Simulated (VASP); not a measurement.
## SiB2: single point with PBE

The system is SiB2.

```
Si B
1.0
     2.80051    0.00000    0.00000
    -1.40025    2.42531    0.00000
     0.00000    0.00000    4.53542
Si B
1 2
Direct
  0.66667 0.33333 0.00000
  0.00000 0.00000 0.31797
  0.00000 0.00000 0.68203
```

The cell was generated, and may not be a known phase.

| Property | Result |
| --- | --- |
| Program | VASP 6.6.1 |
| Task | single point |
| Functional | PBE |
| Potentials or basis | VASP PAW PBE potentials, release 64 (Si, B) |
| Cutoff | 520 eV |
| k mesh | 18 × 18 × 10 |
| Occupations | gaussian, width 0.1 eV |
| Spin | no spin polarisation |

```
Pressure               : -0.1 GPa
Largest force          : 0.011 eV/Å
Band gap on the k mesh : zero (bands 5 and 6 overlap by 7.16 eV)
```

Forces in eV/Å, atoms in the order of the input:
```
Si   0.000  0.000  0.000
B    0.000  0.000 -0.011
B    0.000  0.000  0.011
```

Levels at points of the mesh, in eV from the Fermi level:
| k point | band 3 | band 4 | band 5 | band 6 | band 7 | band 8 |
| --- | --- | --- | --- | --- | --- | --- |
| (0.00, 0.00, 0.00) | -7.82 | 3.07 | 3.07 | 7.39 | 7.39 | 7.61 |
| (0.50, 0.00, 0.00) | -4.70 | -3.42 | -2.27 | 0.15 | 0.80 | 4.92 |
| (0.00, 0.00, 0.50) | -2.98 | 2.71 | 4.13 | 4.13 | 5.06 | 5.06 |
| (0.50, 0.00, 0.50) | -7.05 | -5.52 | -0.26 | 1.61 | 1.79 | 5.24 |

It took 74 s on 1 thread of Intel(R) Xeon(R) Platinum 8259CL CPU @ 2.50GHz (Skylake/Cascade Lake), on a shared host, peak memory 0.2 GiB.
